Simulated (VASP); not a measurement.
# Ga2O (P6/mmm) in VASP: further runs, part 2 of 2

VASP 6.6.1.

## 3. Single point, PBE

This run uses another cell than the first one, of 15.19 Å³/atom, 0.953 times its volume.

Contents of INCAR:

```
PREC = Accurate
ENCUT = 520
EDIFF = 1E-6
ISMEAR = 0
SIGMA = 0.1
LREAL = False
LASPH = True
NELM = 100
ALGO = Normal
ISIF = 2
LWAVE = False
LCHARG = False
GGA = PE
NBANDS = 23
```

Contents of KPOINTS:

```
regular mesh
0
Gamma
  6 6 6
```

Contents of POSCAR:

```
Ga2O
1.0
    3.7526843800      0.0000000000      0.0000000000
   -1.8763421900      3.2499200000      0.0000000000
    0.0000000000      0.0000000000      3.7370520900
Ga O
2 1
Direct
    0.6666666700      0.3333333300      0.5000000000
    0.3333333300      0.6666666700      0.5000000000
    0.0000000000      0.0000000000      0.0000000000
```

Potentials or basis: VASP PAW PBE potentials, release 64 (Ga_d, O).

The run is started by

```console
> cat potpaw_PBE.64/Ga_d/POTCAR potpaw_PBE.64/O/POTCAR > POTCAR
> mpirun -np 1 vasp_std > vasp.out
```

OUTCAR:

```text
PREC = Accurate
   ENCUT = 520
   EDIFF = 1E-6
   ISMEAR = 0
   LREAL = False
   LASPH = True
   NELM = 100
   ISIF = 2
   GGA = PE

 ion  position               nearest neighbor table
   1  0.667  0.333  0.500-   2 2.17   2 2.17   2 2.17
   2  0.333  0.667  0.500-   1 2.17   1 2.17   1 2.17
   3  0.000  0.000  0.000-

  LATTYP: Found a hexagonal cell.
 ALAT       =     3.7526843800
 C/A-ratio  =     0.9958343712

  Lattice vectors:

 A1 = (   3.7526843800,   0.0000000000,   0.0000000000)
 A2 = (  -1.8763421900,   3.2499200000,   0.0000000000)
 A3 = (   0.0000000000,   0.0000000000,   3.7370520900)

Analysis of symmetry for initial positions (statically):
=====================================================================
 Subroutine PRICEL returns:
 Original cell was already a primitive cell.

 Routine SETGRP: Setting up the symmetry group for a
 hexagonal supercell.

 Subroutine GETGRP returns: Found 24 space group operations
 (whereof 24 operations were pure point group operations)
 out of a pool of 24 trial point group operations.
[... 162 lines left out ...]
  free energy    TOTEN  =        -8.86886569 eV

  energy without entropy =       -8.85985242  energy(sigma->0) =       -8.86435905

 E-fermi :   4.4493     XC(G=0): -10.8565

 val. band max:        4.4444121600   @ k =   0.1667  -0.0000   0.0000
 cond. band min:       4.4902387458   @ k =   0.1667  -0.0000   0.5000
 fundamental gap:      0.0458265858
 Fermi energy:         4.4492842467

 k-point     1 :       0.0000    0.0000    0.0000
  band No.  band energies     occupation
      1     -12.4361      2.00000
      2     -11.4140      2.00000
      3     -11.2159      2.00000
      4     -11.2159      2.00000
      5     -11.1084      2.00000
      6     -11.1084      2.00000
[... 613 lines left out ...]
     22      16.1512      0.00000
     23      17.5574      0.00000

 [... further k-points ...]

------------------------ aborting loop because EDIFF is reached ----------------------------------------

  FORCE on cell =-STRESS in cart. coord.  units (eV):
  Direction    XX          YY          ZZ          XY          YZ          ZX
  --------------------------------------------------------------------------------------
  -------------------------------------------------------------------------------------
  Total       10.0170255     10.0170254     -3.5285214      0.0000000      0.0000000      0.0000000
  in kB      352.1320048    352.1320036   -124.0393475      0.0000000      0.0000000      0.0000000
  external PRESSURE =     193.4082203 kB  Pullay stress =       0.0000000 kB

 VOLUME and BASIS-vectors are now :
 -----------------------------------------------------------------------------
  energy-cutoff  :      520.00
  volume of cell :       45.58
      direct lattice vectors                 reciprocal lattice vectors
     3.752684380  0.000000000  0.000000000     0.266475914  0.153849941  0.000000000
    -1.876342190  3.249920000  0.000000000     0.000000000  0.307699882  0.000000000
     0.000000000  0.000000000  3.737052090     0.000000000  0.000000000  0.267590597

 POSITION                                       TOTAL-FORCE (eV/Angst)
 -----------------------------------------------------------------------------------
      1.87634      1.08331      1.86853         0.000000     -0.000000      0.000000
     -0.00000      2.16661      1.86853        -0.000000      0.000000     -0.000000
      0.00000      0.00000      0.00000         0.000000      0.000000     -0.000000
 -----------------------------------------------------------------------------------
    total drift:                                0.000000      0.000000      0.000000

  FREE ENERGIE OF THE ION-ELECTRON SYSTEM (eV)
  ---------------------------------------------------
  free  energy   TOTEN  =        -8.8688656869 eV

  energy  without entropy=       -8.8598524156  energy(sigma->0) =       -8.86435905
```

OSZICAR:

```text
N       E                     dE             d eps       ncg     rms          rms(c)
DAV:   1     0.211208271402E+03    0.21121E+03   -0.15400E+04  1362   0.255E+03
DAV:   2     0.131242142424E+02   -0.19808E+03   -0.18197E+03  1394   0.461E+02
DAV:   3    -0.992661011561E+01   -0.23051E+02   -0.22287E+02  1463   0.121E+02
DAV:   4    -0.105313093236E+02   -0.60470E+00   -0.59609E+00  1460   0.213E+01
DAV:   5    -0.105435002241E+02   -0.12191E-01   -0.12189E-01  1578   0.285E+00    0.817E+00
DAV:   6    -0.102043852540E+02    0.33911E+00   -0.10051E+01  1920   0.247E+01    0.999E+00
DAV:   7    -0.888559174554E+01    0.13188E+01   -0.20238E+00  1665   0.146E+01    0.155E+00
DAV:   8    -0.886863891335E+01    0.16953E-01   -0.35019E-01  1422   0.430E+00    0.572E-01
DAV:   9    -0.887032278119E+01   -0.16839E-02   -0.27592E-02  1759   0.148E+00    0.296E-01
DAV:  10    -0.886907935476E+01    0.12434E-02   -0.57009E-03  1800   0.117E+00    0.155E-01
DAV:  11    -0.886889621064E+01    0.18314E-03   -0.13153E-03  1619   0.378E-01    0.502E-02
DAV:  12    -0.886886430940E+01    0.31901E-04   -0.16273E-04  1624   0.156E-01    0.788E-03
DAV:  13    -0.886886566444E+01   -0.13550E-05   -0.23079E-05  1442   0.336E-02    0.322E-03
DAV:  14    -0.886886568691E+01   -0.22472E-07   -0.57931E-07  1062   0.722E-03
   1 F= -.88688657E+01 E0= -.88643591E+01  d E =-.901327E-02
```

Run time: 24 s. Hardware: 1 thread of AMD EPYC 7R43 (Zen 3), shared host; peak memory 0.13 GiB.

What came out:

| Property | Result |
| --- | --- |
| Free energy | -8.8689 eV |
| Pressure | 19.3 GPa |
| Band gap on the k mesh | zero (band 16 reaches 6.26 eV, above the bottom of band 17 at 3.72 eV) |

Levels at points of the mesh, in eV from the Fermi level:
```csv
k point,band 12,band 13,band 14,band 15,band 16,band 17,band 18,band 19,band 20,band 21
"(0.00, 0.00, 0.00)",-9.37,-2.96,-1.84,-1.84,1.68,1.68,3.28,4.81,6.39,7.87
"(0.50, 0.00, 0.00)",-8.16,-5.42,-3.01,-1.97,-0.82,1.35,3.28,4.17,6.71,10.04
"(0.00, 0.00, 0.50)",-9.99,-1.60,-1.60,-1.48,-0.87,2.23,2.23,6.26,6.75,6.75
"(0.50, 0.00, 0.50)",-6.94,-6.24,-3.87,-1.84,-0.84,-0.25,2.51,3.41,6.34,11.94
```

## 4. Single point, PBE, collinear spin, ferromagnetic start

This run uses another cell than the first one, of 15.19 Å³/atom, 0.953 times its volume.

Contents of INCAR:

```
SYSTEM = Ga2O
ALGO = Normal
EDIFF = 1E-7
ENCUT = 520
GGA = PE
ISIF = 2
ISMEAR = 0
ISPIN = 2
LASPH = .True.
LCHARG = .True.
LELF = .True.
LORBIT = 11
LREAL = .False.
LVHAR = .True.
LWAVE = .False.
MAGMOM = 0 0 1
NBANDS = 27
NELM = 150
PREC = Accurate
SIGMA = 0.1
```

Contents of KPOINTS:

```
k-points
0
Gamma
  6 6 6
  0 0 0
```

POSCAR is that of step 3.

The run is started by

```console
> cat potpaw_PBE.64/Ga_d/POTCAR potpaw_PBE.64/O/POTCAR > POTCAR
> mpirun -np 1 vasp_std > vasp.out
```

Wall time 70 s (1 thread of AMD EPYC 7R43 (Zen 3), shared host); peak memory 0.16 GiB.

Results (log left out):

```
Free energy                                           : -8.8689 eV
Pressure                                              : 19.3 GPa
Band gap on the k mesh                                : zero (filled and empty bands overlap)
Net moment                                            : 0.00 μB per cell
Valence electrons inside the program's atomic spheres : Ga 11.87; O 4.76
```

Stress tensor (GPa, compression positive):
```
 35.18   0.00   0.00
  0.00  35.18   0.00
  0.00   0.00 -12.46
```

Levels at points of the mesh, in eV from the Fermi level:
Spin up:
| k point | band 12 | band 13 | band 14 | band 15 | band 16 | band 17 | band 18 | band 19 | band 20 | band 21 |
| --- | --- | --- | --- | --- | --- | --- | --- | --- | --- | --- |
| (0.00, 0.00, 0.00) | -9.37 | -2.96 | -1.84 | -1.84 | 1.69 | 1.69 | 3.28 | 4.81 | 6.39 | 7.87 |
| (0.50, 0.00, 0.00) | -8.16 | -5.42 | -3.01 | -1.97 | -0.82 | 1.35 | 3.28 | 4.17 | 6.71 | 10.04 |
| (0.00, 0.00, 0.50) | -9.99 | -1.60 | -1.60 | -1.48 | -0.87 | 2.23 | 2.23 | 6.26 | 6.75 | 6.75 |
| (0.50, 0.00, 0.50) | -6.94 | -6.24 | -3.87 | -1.84 | -0.84 | -0.25 | 2.51 | 3.41 | 6.34 | 11.94 |
Spin down:
```
           k point  band 14  band 15  band 16  band 17  band 18  band 19
(0.00, 0.00, 0.00)    -1.84    -1.84     1.69     1.69     3.28     4.81
(0.50, 0.00, 0.00)    -3.01    -1.97    -0.82     1.35     3.28     4.17
(0.00, 0.00, 0.50)    -1.60    -1.48    -0.87     2.23     2.23     6.26
(0.50, 0.00, 0.50)    -3.87    -1.85    -0.84    -0.25     2.51     3.41
```

## 5. Single point, PBE, collinear spin, ferromagnetic start

Contents of INCAR:

```
SYSTEM = Ga2O
  PREC = Accurate
  ENCUT = 520
  EDIFF = 1E-6
  ISMEAR = 0
  SIGMA = 0.1
  LREAL = .FALSE.
  LASPH = .TRUE.
  NELM = 150
  ALGO = Normal
  ISIF = 2
  LWAVE = .FALSE.
  LCHARG = .FALSE.
  ISPIN = 2
  MAGMOM = 0 0 1
  LORBIT = 11
  GGA = PE
  NBANDS = 27
```

Contents of KPOINTS:

```
regular mesh
0
G
  6 6 6
  0 0 0
```

Contents of POSCAR:

```
Ga2O
1.0
    4.2277913757      0.0000000000      0.0000000000
   -2.1138956879      3.6613747333      0.0000000000
    0.0000000000      0.0000000000      3.0888230903
Ga O
2 1
Direct
    0.6666666667      0.3333333333      0.5000000000
    0.3333333333      0.6666666667      0.5000000000
    0.0000000000      0.0000000000      0.0000000000
```

The run is started by

```console
> cat potpaw_PBE.64/Ga_d/POTCAR potpaw_PBE.64/O/POTCAR > POTCAR
> mpirun -np 1 vasp_std > vasp.out
```

Wall time 62 s (1 thread of AMD EPYC 7R43 (Zen 3), shared host); peak memory 0.17 GiB.

It converged, with:

- Free energy: -10.2774 eV
- Pressure: 0.1 GPa
- Band gap on the k mesh: zero (filled and empty bands overlap)
- Net moment: 0.00 μB per cell
- Valence electrons inside the program's atomic spheres: Ga 11.55; O 4.76

Stress tensor (GPa, compression positive):
```
 0.17  0.00  0.00
 0.00  0.17  0.00
 0.00  0.00 -0.07
```

Levels at points of the mesh, in eV from the Fermi level:
Spin up:
| k point | band 12 | band 13 | band 14 | band 15 | band 16 | band 17 | band 18 | band 19 | band 20 | band 21 |
| --- | --- | --- | --- | --- | --- | --- | --- | --- | --- | --- |
| (0.00, 0.00, 0.00) | -8.85 | -2.37 | -2.37 | -1.00 | 0.10 | 0.10 | 0.25 | 6.05 | 7.39 | 7.39 |
| (0.50, 0.00, 0.00) | -8.45 | -5.65 | -3.66 | -0.77 | -0.32 | 1.61 | 3.28 | 6.81 | 9.17 | 9.79 |
| (0.00, 0.00, 0.50) | -7.84 | -2.51 | -1.69 | -1.69 | -0.94 | 1.96 | 1.96 | 3.59 | 4.24 | 6.30 |
| (0.50, 0.00, 0.50) | -5.53 | -4.91 | -3.84 | -1.86 | -1.00 | 0.39 | 0.52 | 1.82 | 6.57 | 9.38 |
Spin down:
| k point | band 14 | band 15 | band 16 | band 17 | band 18 | band 19 |
| --- | --- | --- | --- | --- | --- | --- |
| (0.00, 0.00, 0.00) | -2.37 | -1.00 | 0.10 | 0.10 | 0.25 | 6.05 |
| (0.50, 0.00, 0.00) | -3.66 | -0.77 | -0.32 | 1.61 | 3.28 | 6.81 |
| (0.00, 0.00, 0.50) | -1.69 | -1.69 | -0.94 | 1.96 | 1.96 | 3.59 |
| (0.50, 0.00, 0.50) | -3.84 | -1.86 | -1.00 | 0.39 | 0.52 | 1.82 |

## 6. The runs side by side

| spin | cell | gap on the mesh (eV) | pressure (GPa) | moment (μB) |
| --- | --- | --- | --- | --- |
| off | a = 4.228, b = 4.228, c = 3.089 Å, angles 90.0, 90.0, 120.0°, 3 atoms | none | 0.1 | - |
| off | a = 3.753, b = 3.753, c = 3.737 Å, angles 90.0, 90.0, 120.0°, 3 atoms | none | 19.3 | - |
| collinear, ferromagnetic start | a = 3.753, b = 3.753, c = 3.737 Å, angles 90.0, 90.0, 120.0°, 3 atoms | none | 19.3 | 0.00 |
| collinear, ferromagnetic start | a = 4.228, b = 4.228, c = 3.089 Å, angles 90.0, 90.0, 120.0°, 3 atoms | none | 0.1 | 0.00 |

Alike in all rows: task single point; level PBE; potentials or basis VASP PAW PBE potentials, release 64 (Ga_d, O); k mesh 6 × 6 × 6; cutoff (eV) 520; smearing gaussian 0.1 eV.

Absolute energies hang on the potentials; compare differences alone.
